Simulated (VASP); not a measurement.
# AlN in VASP: notebook, part 2 of 2

VASP 6.6.1. The steps go on from the part before.

### 4 Single point, PBEsol (mode 4 frozen in at -0.038 Å, strain +e along z and -e/2 along x and y +0.0000)

File INCAR:

```
SYSTEM = AlN
PREC     = Accurate       ! precision mode
ENCUT    = 520            ! plane-wave cutoff, eV
EDIFF    = 1E-6           ! SCF threshold, eV
ISMEAR   = 0              ! smearing method
SIGMA    = 0.05           ! smearing width, eV
LREAL    = .False.        ! projectors in reciprocal space
LASPH    = .True.         ! aspherical terms in the spheres
NELM     = 60             ! most SCF steps
ALGO     = Normal         ! electronic algorithm
ISIF     = 2              ! what is computed and relaxed
LWAVE    = .False.        ! write WAVECAR
LCHARG   = .True.         ! write CHGCAR
GGA      = PS             ! functional
LELF     = .True.         ! ELF
LVHAR    = .True.       
NBANDS   = 11             ! bands
```

File KPOINTS:

```
Automatic mesh
0
Gamma
  10 10 10
  0 0 0
```

File POSCAR:

```
AlN
1.0
    0.0000000000      2.1886566781      2.1886566781
    2.1886566781      0.0000000000      2.1886566781
    2.1886566781      2.1886566781      0.0000000000
Al N
1 1
Direct
   -0.0045066557      0.0045066557      0.0045066557
    0.7586811240      0.7413188760      0.7413188760
```

Potentials or basis: VASP PAW PBE potentials, release 64 (Al, N).

Command:

```sh
> cat potpaw_PBE.64/Al/POTCAR potpaw_PBE.64/N/POTCAR > POTCAR
> mpirun -np 1 vasp_std > vasp.out
```

OUTCAR:

```text
SYSTEM = AlN
   PREC = Accurate
   ENCUT = 520
   EDIFF = 1E-6
   ISMEAR = 0
   LREAL = .False.
   LASPH = .True.
   NELM = 60
   ISIF = 2
   GGA = PS

 ion  position               nearest neighbor table
   1  0.995  0.005  0.005-   2 1.86   2 1.86   2 1.93   2 1.93
   2  0.759  0.741  0.741-   1 1.86   1 1.86   1 1.93   1 1.93

  LATTYP: Found a face centered cubic cell.
 ALAT       =     4.3773133562

  Lattice vectors:

 A1 = (   0.0000000000,   2.1886566781,   2.1886566781)
 A2 = (   2.1886566781,   0.0000000000,   2.1886566781)
 A3 = (   2.1886566781,   2.1886566781,   0.0000000000)

Analysis of symmetry for initial positions (statically):
=====================================================================
 Subroutine PRICEL returns:
 Original cell was already a primitive cell.

 Routine SETGRP: Setting up the symmetry group for a
 face centered cubic supercell.

 Subroutine GETGRP returns: Found  4 space group operations
 (whereof  4 operations were pure point group operations)
 out of a pool of 48 trial point group operations.

The static configuration has the point symmetry C_2v.

Analysis of symmetry for dynamics (positions and initial velocities):
[... 166 lines left out ...]
 k-point     1 :       0.0000    0.0000    0.0000
  band No.  band energies     occupation
      1      -9.1043      2.00000
      2       5.6623      2.00000
      3       5.8198      2.00000
      4       5.9653      2.00000
      5       9.8868      0.00000
      6      18.2055      0.00000
      7      18.2281      0.00000
      8      18.2426      0.00000
      9      23.3239      0.00000
     10      23.3500      0.00000
     11      24.4707      0.00000
[... 309 lines left out ...]
 k-point    24 :       0.1000    0.0000    0.4000
  band No.  band energies     occupation
      1      -7.4044      2.00000
      2       0.8672      2.00000
      3       5.0965      2.00000
      4       5.2329      2.00000
      5      12.9615      0.00000
      6      15.2156      0.00000
      7      17.3359      0.00000
      8      17.7787      0.00000
      9      21.9869      0.00000
     10      24.5403      0.00000
     11      25.0538      0.00000

 [... further k-points ...]
[... 5 lines left out ...]
  --------------------------------------------------------------------------------------
  -------------------------------------------------------------------------------------
  Total        0.0001947      0.0838727      0.0838727      0.0000000     -0.5242484      0.0000000
  in kB        0.0148786      6.4086753      6.4086753      0.0000000    -40.0575835      0.0000000
  external PRESSURE =       4.2774097 kB  Pullay stress =       0.0000000 kB

 VOLUME and BASIS-vectors are now :
 -----------------------------------------------------------------------------
  energy-cutoff  :      520.00
  volume of cell :       20.97
      direct lattice vectors                 reciprocal lattice vectors
     0.000000000  2.188656678  2.188656678    -0.228450631  0.228450631  0.228450631
     2.188656678  0.000000000  2.188656678     0.228450631 -0.228450631  0.228450631
     2.188656678  2.188656678  0.000000000     0.228450631  0.228450631 -0.228450631

 POSITION                                       TOTAL-FORCE (eV/Angst)
 -----------------------------------------------------------------------------------
      0.01973      2.18866      2.18866        -0.828766      0.000000      0.000000
      3.24499      3.28299      3.28299         0.828766      0.000000      0.000000
 -----------------------------------------------------------------------------------
    total drift:                               -0.000011     -0.000000     -0.000000

  FREE ENERGIE OF THE ION-ELECTRON SYSTEM (eV)
  ---------------------------------------------------
  free  energy   TOTEN  =       -15.5874118052 eV

  energy  without entropy=      -15.5874118052  energy(sigma->0) =      -15.58741181
```

OSZICAR:

```text
N       E                     dE             d eps       ncg     rms          rms(c)
DAV:   1     0.111394215781E+02    0.11139E+02   -0.38690E+03  3874   0.605E+02
DAV:   2    -0.168619148684E+02   -0.28001E+02   -0.27013E+02  4522   0.139E+02
DAV:   3    -0.178130059048E+02   -0.95109E+00   -0.94973E+00  4575   0.240E+01
DAV:   4    -0.178180310776E+02   -0.50252E-02   -0.50249E-02  4284   0.192E+00
DAV:   5    -0.178180903465E+02   -0.59269E-04   -0.59269E-04  4587   0.200E-01    0.828E+00
DAV:   6    -0.156289160187E+02    0.21892E+01   -0.10878E+01  4424   0.163E+01    0.285E+00
DAV:   7    -0.156059380976E+02    0.22978E-01   -0.14936E-01  4215   0.302E+00    0.202E+00
DAV:   8    -0.155886383984E+02    0.17300E-01   -0.27934E-02  4230   0.155E+00    0.554E-01
DAV:   9    -0.155873978470E+02    0.12406E-02   -0.35758E-03  4536   0.367E-01    0.228E-01
DAV:  10    -0.155874090542E+02   -0.11207E-04   -0.26487E-04  4194   0.110E-01    0.112E-02
DAV:  11    -0.155874116533E+02   -0.25991E-05   -0.30618E-06  4569   0.151E-02    0.890E-03
DAV:  12    -0.155874118052E+02   -0.15183E-06   -0.28556E-07  2379   0.421E-03
   1 F= -.15587412E+02 E0= -.15587412E+02  d E =-.130484E-17
```

stdout:

```text
POSCAR found type information on POSCAR AlN
 POSCAR found :  2 types and       2 ions
 scaLAPACK will be used
 -----------------------------------------------------------------------------
|                                                                             |
|                                                                             |
|     You enforced a specific xc type in the INCAR file but a different       |
|     I HOPE YOU KNOW WHAT YOU ARE DOING!                                     |
|                                                                             |
 -----------------------------------------------------------------------------

 LDA part: xc-table for (Slater+PW92), standard interpolation
 POSCAR, INCAR and KPOINTS ok, starting setup
 FFT: planning ... GRIDC
 FFT: planning ... GRID_SOFT
 FFT: planning ... GRID
 WAVECAR not read
 entering main loop
```

Run time: 11 s. Hardware: 1 thread of Intel Xeon 6975P-C (Granite Rapids), shared host; peak memory 0.16 GiB.

What came out:

- Free energy: -15.5874 eV
- Pressure: 0.4 GPa
- Largest force: 0.829 eV/Å
- Band gap on the k mesh: 3.03 eV, indirect (least direct gap 3.92 eV)

Forces in eV/Å, atoms in the order of the input:
```
Al  -0.829  0.000  0.000
N    0.829  0.000  0.000
```

Stress tensor (GPa, compression positive):
```
 0.00  0.00  0.00
 0.00  0.64 -4.01
 0.00 -4.01  0.64
```

Levels at points of the mesh, in eV from the valence-band top:
```
           k point  band 1  band 2  band 3  band 4  band 5  band 6  band 7  band 8
(0.00, 0.00, 0.00)  -15.07   -0.30   -0.15    0.00    3.92   12.24   12.26   12.28
(0.50, 0.00, 0.00)  -13.01   -5.99   -0.77   -0.58    7.10    9.60   10.77   10.89
(0.00, 0.50, 0.00)  -13.00   -6.08   -0.67   -0.50    7.04    9.53   10.80   10.95
(0.50, 0.50, 0.00)  -12.37   -5.08   -1.93   -1.92    3.03    8.28   13.62   15.41
(0.00, 0.50, 0.50)  -12.37   -5.07   -2.04   -1.83    3.04    8.30   13.62   15.37
```

Caveat: the cell differs from its parent crystal (mode 4 frozen in at -0.038 Å, strain +e along z and -e/2 along x and y +0.0000); the PAW data sets were made with another functional, which shifts forces and pressure a little. A k mesh can miss the band edges.

### 5 Single point, PBEsol (mode 4 frozen in at -0.076 Å, strain +e along z and -e/2 along x and y +0.0000)

File INCAR:

```
PREC = Accurate ; ENCUT = 520
EDIFF = 1E-6 ; ISMEAR = 0
SIGMA = 0.05 ; LREAL = False
LASPH = True ; NELM = 100
ALGO = Normal ; ISIF = 2
LWAVE = False ; LCHARG = False
GGA = PS ; NBANDS = 11
```

File KPOINTS:

```
Automatic mesh
0
Gamma
  10 10 10
```

File POSCAR:

```
AlN
1.0
    0.0000000000      2.1886566781      2.1886566781
    2.1886566781      0.0000000000      2.1886566781
    2.1886566781      2.1886566781      0.0000000000
Al N
1 1
Direct
   -0.0090133114      0.0090133114      0.0090133114
    0.7673622480      0.7326377520      0.7326377520
```

Command:

```sh
> cat potpaw_PBE.64/Al/POTCAR potpaw_PBE.64/N/POTCAR > POTCAR
> mpirun -np 1 vasp_std > vasp.out
```

It took 11 s on 1 thread of Intel Xeon 6975P-C (Granite Rapids), shared host; peak memory 0.15 GiB.

It converged, with:

- Free energy: -15.5160 eV
- Pressure: 1.7 GPa
- Largest force: 1.641 eV/Å
- Band gap on the k mesh: 2.89 eV, indirect (least direct gap 3.76 eV)

Forces in eV/Å, atoms in the order of the input:
```
Al  -1.641  0.000  0.000
N    1.641  0.000  0.000
```

Stress tensor (GPa, compression positive):
```
-0.05  0.00  0.00
 0.00  2.51 -8.13
 0.00 -8.13  2.51
```

Levels at points of the mesh, in eV from the valence-band top:
```
           k point  band 1  band 2  band 3  band 4  band 5  band 6  band 7  band 8
(0.00, 0.00, 0.00)  -15.21   -0.60   -0.28    0.00    3.76   12.09   12.14   12.16
(0.50, 0.00, 0.00)  -13.17   -6.08   -1.06   -0.67    6.97    9.46   10.58   10.80
(0.00, 0.50, 0.00)  -13.13   -6.26   -0.83   -0.51    6.84    9.33   10.61   10.93
(0.50, 0.50, 0.00)  -12.51   -5.22   -2.06   -2.04    2.89    8.08   13.41   15.29
(0.00, 0.50, 0.50)  -12.51   -5.21   -2.30   -1.87    2.91    8.17   13.42   15.20
```

Caveat: the cell differs from its parent crystal (mode 4 frozen in at -0.076 Å, strain +e along z and -e/2 along x and y +0.0000); the PAW data sets were made with another functional, which shifts forces and pressure a little. A k mesh can miss the band edges.
